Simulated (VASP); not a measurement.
# Si3N4 (Fd-3m) in VASP: notebook

Runs on Si3N4. Level: PBE+D3(BJ). Tasks: single point, relaxation of cell and atoms.

Everything below comes from runs of VASP 6.6.1. Logs are shortened: lines on timing, memory, paths and dates and some standing lists are left out, and cuts for length are marked.

## Step 1: The cell of the first run

Symmetry: Fd-3m, No. 227, cubic system. The conventional cell has a = 7.736 Å, b = 7.736 Å, c = 7.736 Å, α = 90.00°, β = 90.00°, γ = 90.00°. Si (site symmetry -3m) has 6 N at 1.88 Å within 2.5 Å. Within 2.4 Å of Si (site symmetry -43m) lie 4 N at 1.77 Å. N (site symmetry 3m) has 4 Si at 1.77 to 1.88 Å within 2.4 Å.

## Step 2: Single point, PBE+D3(BJ)

The input, INCAR:

```
SYSTEM = Si3N4
PREC = Accurate
ENCUT = 520
EDIFF = 1E-7
ISMEAR = 0
SIGMA = 0.02
LREAL = .False.
LASPH = .True.
NELM = 60
ALGO = Normal
ISIF = 2
LWAVE = .False.
LCHARG = .True.
GGA = PE
IVDW = 12
LELF = .True.
LVHAR = .True.
NBANDS = 45
```

The input, KPOINTS:

```
regular mesh
0
Gamma
  6 6 6
  0 0 0
```

The input, POSCAR:

```
Si3N4
1.0
    0.0000000000      3.8677784716      3.8677784716
    3.8677784716      0.0000000000      3.8677784716
    3.8677784716      3.8677784716      0.0000000000
Si N
6 8
Direct
    0.1250000000      0.1250000000      0.6250000000
    0.1250000000      0.6250000000      0.1250000000
    0.6250000000      0.1250000000      0.1250000000
    0.1250000000      0.1250000000      0.1250000000
    0.7500000000      0.7500000000      0.7500000000
    0.5000000000      0.5000000000      0.5000000000
    0.3676671562      0.3676671562      0.3676671562
    0.3530014686      0.8823328438      0.8823328438
    0.8823328438      0.8823328438      0.3530014686
    0.8823328438      0.3530014686      0.8823328438
    0.3676671562      0.3676671562      0.8969985314
    0.3676671562      0.8969985314      0.3676671562
    0.8823328438      0.8823328438      0.8823328438
    0.8969985314      0.3676671562      0.3676671562
```

Potentials or basis: VASP PAW PBE potentials, release 64 (Si, N).

Command:

```
$ cat potpaw_PBE.64/Si/POTCAR potpaw_PBE.64/N/POTCAR > POTCAR
$ mpirun -np 1 vasp_std > vasp.out
```

OUTCAR:

```text
SYSTEM = Si3N4
   PREC = Accurate
   ENCUT = 520
   EDIFF = 1E-7
   ISMEAR = 0
   LREAL = .False.
   LASPH = .True.
   NELM = 60
   ISIF = 2
   GGA = PE
   IVDW = 12
 IVDW          = 12

 ion  position               nearest neighbor table
   1  0.125  0.125  0.625-   8 1.88  10 1.88  12 1.88  14 1.88  13 1.88   7 1.88   4 2.73   2 2.73
                             3 2.73   4 2.73   2 2.73   3 2.73
   2  0.125  0.625  0.125-   8 1.88   9 1.88  11 1.88  14 1.88  13 1.88   7 1.88   4 2.73   1 2.73
                             1 2.73   3 2.73   4 2.73   3 2.73
   3  0.625  0.125  0.125-   9 1.88  10 1.88  11 1.88  12 1.88   7 1.88  13 1.88   4 2.73   1 2.73
                             2 2.73   1 2.73   2 2.73   4 2.73
   4  0.125  0.125  0.125-   8 1.88   9 1.88  10 1.88  11 1.88  12 1.88  14 1.88   1 2.73   2 2.73
                             3 2.73   1 2.73   2 2.73   3 2.73
   5  0.750  0.750  0.750-   8 1.77   9 1.77  10 1.77  13 1.77
   6  0.500  0.500  0.500-  11 1.77  12 1.77  14 1.77   7 1.77
   7  0.368  0.368  0.368-   6 1.77   2 1.88   3 1.88   1 1.88
   8  0.353  0.882  0.882-   5 1.77   2 1.88   1 1.88   4 1.88
   9  0.882  0.882  0.353-   5 1.77   3 1.88   2 1.88   4 1.88
  10  0.882  0.353  0.882-   5 1.77   3 1.88   1 1.88   4 1.88
  11  0.368  0.368  0.897-   6 1.77   3 1.88   2 1.88   4 1.88
  12  0.368  0.897  0.368-   6 1.77   3 1.88   1 1.88   4 1.88
  13  0.882  0.882  0.882-   5 1.77   2 1.88   3 1.88   1 1.88
  14  0.897  0.368  0.368-   6 1.77   2 1.88   1 1.88   4 1.88

  LATTYP: Found a face centered cubic cell.
 ALAT       =     7.7355569432

  Lattice vectors:

 A1 = (   0.0000000000,   3.8677784716,   3.8677784716)
 A2 = (   3.8677784716,   0.0000000000,   3.8677784716)
 A3 = (   3.8677784716,   3.8677784716,   0.0000000000)

Analysis of symmetry for initial positions (statically):
=====================================================================
 Subroutine PRICEL returns:
 Original cell was already a primitive cell.

 Routine SETGRP: Setting up the symmetry group for a
 face centered cubic supercell.

 Subroutine GETGRP returns: Found 48 space group operations
 (whereof 24 operations were pure point group operations)
 out of a pool of 48 trial point group operations.

The static configuration has the point symmetry T_d .
 The point group associated with its full space group is O_h .

Analysis of symmetry for dynamics (positions and initial velocities):
=====================================================================
 Subroutine PRICEL returns:
 Original cell was already a primitive cell.

 Routine SETGRP: Setting up the symmetry group for a
 face centered cubic supercell.

 Subroutine GETGRP returns: Found 48 space group operations
 (whereof 24 operations were pure point group operations)
 out of a pool of 48 trial point group operations.

The dynamic configuration has the point symmetry T_d .
 The point group associated with its full space group is O_h .

 Subroutine INISYM returns: Found 48 space group operations
 (whereof 24 operations are pure point group operations),
 and found     1 'primitive' translations

----------------------------------------------------------------------------------------

                                     Primitive cell

  volume of cell :     115.7217

  direct lattice vectors                    reciprocal lattice vectors
     0.000000000  3.867778472  3.867778472    -0.129273174  0.129273174  0.129273174
     3.867778472  0.000000000  3.867778472     0.129273174 -0.129273174  0.129273174
     3.867778472  3.867778472  0.000000000     0.129273174  0.129273174 -0.129273174

  length of vectors
     5.469864771  5.469864771  5.469864771     0.223907706  0.223907706  0.223907706

  position of ions in fractional coordinates (direct lattice)
     0.125000000  0.125000000  0.625000000
     0.125000000  0.625000000  0.125000000
     0.625000000  0.125000000  0.125000000
     0.125000000  0.125000000  0.125000000
     0.750000000  0.750000000  0.750000000
     0.500000000  0.500000000  0.500000000
     0.367667156  0.367667156  0.367667156
     0.353001469  0.882332844  0.882332844
     0.882332844  0.882332844  0.353001469
     0.882332844  0.353001469  0.882332844
     0.367667156  0.367667156  0.896998531
     0.367667156  0.896998531  0.367667156
     0.882332844  0.882332844  0.882332844
     0.896998531  0.367667156  0.367667156

  ion indices of the primitive-cell ions
   primitive index   ion index
                 1           1
                 2           2
                 3           3
                 4           4
                 5           5
                 6           6
                 7           7
                 8           8
                 9           9
                10          10
                11          11
                12          12
                13          13
                14          14

----------------------------------------------------------------------------------------

 KPOINTS: regular mesh

Automatic generation of k-mesh.
 Grid dimensions read from file:
 generate k-points for:    6    6    6

 Generating k-lattice:

  Cartesian coordinates                     Fractional coordinates (reciprocal lattice)
    -0.021545529  0.021545529  0.021545529     0.166666667  0.000000000  0.000000000
     0.021545529 -0.021545529  0.021545529     0.000000000  0.166666667  0.000000000
     0.021545529  0.021545529 -0.021545529     0.000000000  0.000000000  0.166666667

  Length of vectors
     0.037317951  0.037317951  0.037317951

  Shift w.r.t. Gamma in fractional coordinates (k-lattice)
     0.000000000  0.000000000  0.000000000

 Subroutine IBZKPT returns following result:
 ===========================================

 Found     16 irreducible k-points:

 Following reciprocal coordinates:
            Coordinates               Weight
  0.000000  0.000000  0.000000      1.000000
  0.166667  0.000000  0.000000      8.000000
  0.333333  0.000000  0.000000      8.000000
  0.500000  0.000000  0.000000      4.000000
  0.166667  0.166667  0.000000      6.000000
  0.333333  0.166667  0.000000     24.000000
[... 8 lines left out ...]
 -0.333333  0.333333  0.166667     24.000000
 -0.333333  0.500000  0.166667     12.000000
   k-points           NKPTS =     16   k-points in BZ     NKDIM =     16   number of bands    NBANDS=     45
   number of dos      NEDOS =    301   number of ions     NIONS =     14
   total plane-waves  NPLWV =  74088
   dimension x,y,z NGX =    42 NGY =   42 NGZ =   42
   dimension x,y,z NGXF=    84 NGYF=   84 NGZF=   84
   ions per type =               6   8
   NGX,Y,Z   is equivalent  to a cutoff of  12.77, 12.77, 12.77 a.u.
   NGXF,Y,Z  is equivalent  to a cutoff of  25.53, 25.53, 25.53 a.u.
 SYSTEM =  Si3N4
   PREC   = accura    normal or accurate (medium, high low for compatibility)
   ISTART =      0    job   : 0-new  1-cont  2-samecut
   ICHARG =      2    charge: 1-file 2-atom 10-const
   ISPIN  =      1    spin polarized calculation?
   LNONCOLLINEAR =      F non collinear calculations
   LSORBIT =      F    spin-orbit coupling
   LASPH  =      T    aspherical Exc in radial PAW
   ENCUT  =  520.0 eV  38.22 Ry    6.18 a.u.  10.17 10.17 10.17*2*pi/ulx,y,z
   NELM   =     60;   NELMIN=  2; NELMDL= -5     # of ELM steps
   EDIFF  = 0.1E-06   stopping-criterion for ELM
   LREAL  =      F    real-space projection
   EDIFFG = 0.1E-05   stopping-criterion for IOM
   NSW    =      0    number of steps for IOM
   IBRION =     -1    ionic relax: 0-MD 1-quasi-New 2-CG
   NFREE  =      0    steps in history (QN), initial steepest desc. (CG)
   ISIF   =      2    stress and relaxation
   ISYM   =      2    0-nonsym 1-usesym 2-fastsym
   POTIM  = 0.5000    time-step for ionic-motion
   TEBEG  =    0.0;   TEEND  =   0.0 temperature during run
   PSTRESS=    0.0 pullay stress
   NELECT =      64.0000    total number of electrons
   NUPDOWN=      -1.0000    fix difference up-down
   EMIN   =  10.00;   EMAX   =-10.00  energy-range for DOS
   EFERMI =   0.00;   METHOD = LEGACY
   ISMEAR =     0;   SIGMA  =   0.02  broadening in eV -4-tet -1-fermi 0-gaus
   EFERMI_NEDOS =   21; number of points for ismear=-14 and -15
   IALGO  =     38    algorithm
   IMIX   =      4    mixing-type and parameters
     AMIX     =   0.40;   BMIX     =  1.00
     AMIX_MAG =   1.60;   BMIX_MAG =  1.00
  volume/ion in A,a.u.               =       8.27        55.78
  Fermi-wavevector in a.u.,A,eV,Ry     =   1.343785  2.539386 24.568843  1.805759
  Thomas-Fermi vector in A             =   2.471831
   LORBIT       =      0    0 simple, 1 ext, 2 COOP (PROOUT), +10 PAW based schemes
   GGA     = PE    functional components
   LHFCALC =     F    Hartree Fock is set to
   AEXX    =    0.0000 exact exchange contribution
   IVDW    =    12    specifies the selected vdW correction
   LEPSILON=     F    determine dielectric tensor
   LRPA    =     F    only Hartree local field effects (RPA)
 non-spin polarized calculation
 Gauss-broadening in eV      SIGMA  =   0.02
  energy-cutoff  :      520.00
  volume of cell :      115.72
 maximum number of plane-waves:      3143
 NGX is ok and might be reduce to    42
   NGX = 21   NGY = 21   NGZ = 21

 number of electron      64.0000006 magnetization

 Free energy of the ion-electron system (eV)
  ---------------------------------------------------
  ext. energy  EPLUGINS =         0.00000000
  ---------------------------------------------------
  free energy    TOTEN  =      -112.43753844 eV

  energy without entropy =     -112.43753844  energy(sigma->0) =     -112.43753844

 E-fermi :   9.5069     XC(G=0): -12.3156

 val. band max:        9.3649792020   @ k =  -0.1667   0.1667   0.0000
 cond. band min:      12.7779707122   @ k =   0.0000   0.0000   0.0000
 fundamental gap:      3.4129915102
 Fermi energy:         9.5069204239

 k-point     1 :       0.0000    0.0000    0.0000
  band No.  band energies     occupation
      1      -9.5970      2.00000
      2      -6.2466      2.00000
      3      -5.3129      2.00000
      4      -5.3129      2.00000
      5      -5.3129      2.00000
      6      -4.3187      2.00000
[... 36 lines left out ...]
     43      17.2966      0.00000
     44      19.0692      0.00000

 k-point     2 :       0.1667    0.0000    0.0000
  band No.  band energies     occupation
      1      -9.4468      2.00000
      2      -6.4299      2.00000
      3      -5.6426      2.00000
      4      -5.2856      2.00000
      5      -5.2856      2.00000
      6      -4.4335      2.00000
[... 36 lines left out ...]
     43      17.7260      0.00000
     44      18.5866      0.00000

 k-point     3 :       0.3333    0.0000    0.0000
  band No.  band energies     occupation
      1      -9.0199      2.00000
      2      -7.1788      2.00000
      3      -5.8147      2.00000
      4      -5.1954      2.00000
      5      -5.1954      2.00000
      6      -4.7222      2.00000
[... 600 lines left out ...]
     43      19.5248      0.00000
     44      19.5309      0.00000

 k-point    16 :      -0.3333    0.5000    0.1667
  band No.  band energies     occupation
      1      -7.8592      2.00000
      2      -7.8592      2.00000
      3      -6.5382      2.00000
      4      -6.5382      2.00000
      5      -5.0226      2.00000
      6      -5.0226      2.00000
[... 36 lines left out ...]
     43      19.2812      0.00000
     44      19.2812      0.00000
 [bands above 44 left out]

------------------------ aborting loop because EDIFF is reached ----------------------------------------

 Edisp (eV)   -4.53164

 E8    (eV) :    -1.6072

  FORCE on cell =-STRESS in cart. coord.  units (eV):
  Direction    XX          YY          ZZ          XY          YZ          ZX
  --------------------------------------------------------------------------------------
  -------------------------------------------------------------------------------------
  Total      -0.14615    -0.14615    -0.14615    -0.00000     0.00000     0.00000
  in kB      -2.02341    -2.02341    -2.02341    -0.00000     0.00000     0.00000
  external pressure =       -2.02 kB  Pullay stress =        0.00 kB

 VOLUME and BASIS-vectors are now :
 -----------------------------------------------------------------------------
  energy-cutoff  :      520.00
  volume of cell :      115.72
      direct lattice vectors                 reciprocal lattice vectors
     0.000000000  3.867778472  3.867778472    -0.129273174  0.129273174  0.129273174
     3.867778472  0.000000000  3.867778472     0.129273174 -0.129273174  0.129273174
     3.867778472  3.867778472  0.000000000     0.129273174  0.129273174 -0.129273174

 POSITION                                       TOTAL-FORCE (eV/Angst)
 -----------------------------------------------------------------------------------
      2.90083      2.90083      0.96694         0.000000      0.000000      0.000000
      2.90083      0.96694      2.90083         0.000000      0.000000      0.000000
      0.96694      2.90083      2.90083         0.000000      0.000000      0.000000
      0.96694      0.96694      0.96694         0.000000      0.000000      0.000000
      5.80167      5.80167      5.80167         0.000000      0.000000      0.000000
      3.86778      3.86778      3.86778         0.000000      0.000000      0.000000
      2.84411      2.84411      2.84411         0.004640      0.004640      0.004640
      6.82534      4.77800      4.77800        -0.004640      0.004640      0.004640
      4.77800      4.77800      6.82534         0.004640      0.004640     -0.004640
      4.77800      6.82534      4.77800         0.004640     -0.004640      0.004640
      4.89145      4.89145      2.84411        -0.004640     -0.004640      0.004640
      4.89145      2.84411      4.89145        -0.004640      0.004640     -0.004640
      6.82534      6.82534      6.82534        -0.004640     -0.004640     -0.004640
      2.84411      4.89145      4.89145         0.004640     -0.004640     -0.004640
 -----------------------------------------------------------------------------------
    total drift:                               -0.000000     -0.000000     -0.000000

  FREE ENERGIE OF THE ION-ELECTRON SYSTEM (eV)
  ---------------------------------------------------
  free  energy   TOTEN  =      -116.9691756572 eV

  energy  without entropy=     -116.9691756572  energy(sigma->0) =     -116.96917566
```

Wall time 51 s (1 thread of Intel Xeon 6975P-C (Granite Rapids), shared host); peak memory 0.27 GiB.

Results:

```
Free energy                : -116.9692 eV
Pressure                   : -0.2 GPa
Largest force              : 0.008 eV/Å
Band gap on the k mesh     : 3.41 eV, indirect (least direct gap 3.45 eV)
Dispersion energy per atom : -0.324 eV
```

Forces on the atoms (eV/Å):
```
Si   0.000  0.000  0.000
Si   0.000  0.000  0.000
Si   0.000  0.000  0.000
Si   0.000  0.000  0.000
Si   0.000  0.000  0.000
Si   0.000  0.000  0.000
N    0.005  0.005  0.005
N   -0.005  0.005  0.005
N    0.005  0.005 -0.005
N    0.005 -0.005  0.005
N   -0.005 -0.005  0.005
N   -0.005  0.005 -0.005
N   -0.005 -0.005 -0.005
N    0.005 -0.005 -0.005
```

Levels at points of the mesh, in eV from the valence-band top:
| k point | band 30 | band 31 | band 32 | band 33 | band 34 | band 35 |
| --- | --- | --- | --- | --- | --- | --- |
| (0.00, 0.00, 0.00) | -0.03 | -0.03 | -0.03 | 3.41 | 3.41 | 3.41 |
| (0.50, 0.00, 0.00) | -0.48 | -0.35 | -0.35 | 5.01 | 5.82 | 5.82 |
| (0.50, 0.50, 0.00) | -1.12 | -0.45 | -0.45 | 6.73 | 6.73 | 7.04 |

A k mesh can miss the band edges. As with any semilocal functional, this PBE gap is likely too small.

(Continued in part 2 of 2.)
